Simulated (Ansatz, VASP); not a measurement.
Two plane-wave programs on CoSi2

File INCAR:

```
SYSTEM = CoSi2
ALGO = Normal
EDIFF = 1E-7
ENCUT = 520
GGA = RE
ISIF = 2
ISMEAR = 0
ISPIN = 2
LASPH = .True.
LCHARG = .False.
LMAXMIX = 4
LORBIT = 11
LREAL = .False.
LWAVE = .False.
MAGMOM = 0.05 0 0
NBANDS = 20
NELM = 150
PREC = Accurate
SIGMA = 0.05
```

Contents of KPOINTS:

```
k-points
0
Gamma
  8 8 8
  0 0 0
```

Contents of POSCAR:

```
CoSi2
1.0
    0.0000000000      2.6726908241      2.6726908241
    2.6726908241      0.0000000000      2.6726908241
    2.6726908241      2.6726908241      0.0000000000
Co Si
1 2
Direct
    0.0000000000      0.0000000000      0.0000000000
    0.2500000000      0.2500000000      0.2500000000
    0.7500000000      0.7500000000      0.7500000000
```

Input for Ansatz:

```yaml
crystal:
  lattice:
    - [0.0, 2.6726908241, 2.6726908241]
    - [2.6726908241, 0.0, 2.6726908241]
    - [2.6726908241, 2.6726908241, 0.0]
  atoms:
    - { symbol: Co, position: [0.0, 0.0, 0.0], spin: 0.05 }
    - { symbol: Si, position: [0.25, 0.25, 0.25] }
    - { symbol: Si, position: [0.75, 0.75, 0.75] }
basis:
  ecutwfc: 420
  ecutrho_ratio: 4
kpoints:
  mp_grid: { grid: [8, 8, 8] }
hamiltonian:
  xc: revpbe
scf:
  occupations: { method: gaussian, width: 0.05 }
output:
  forces: true
  stress: true
  eigenvalues: true
  populations: true
magnetization:
  spin_polarized: true
```

Alike in both runs: task single point; functional revPBE; k mesh 8 × 8 × 8; occupations gaussian, width 0.05 eV; collinear spin.

|  | VASP | Ansatz |
| --- | --- | --- |
| version | VASP 6.6.1 | Ansatz 0.2.0 |
| potentials or method | VASP PAW PBE potentials, release 64 (Co, Si), cutoff 520 eV | scalar-relativistic, plane waves, PAW |
| valence electrons in the cell | 17 | 25 |

|  | VASP | Ansatz | Ansatz less VASP |
| --- | --- | --- | --- |
| gap on the k mesh at the Fermi level (eV) | none | none | - |
| pressure (GPa) | 3.2 | 3.7 | +0.43 |
| net moment per atom (μB) | 0.00 | 0.00 | 0.000 |

VASP's potentials were made for PBE, not for revPBE. A gap of «none» marks a metal or a gap that the smearing closes. VASP's potentials hold 17 valence electrons a cell and Ansatz's 25, so a difference there can come from the potentials and not from the codes. Ansatz's warnings: seeded moment not kept.
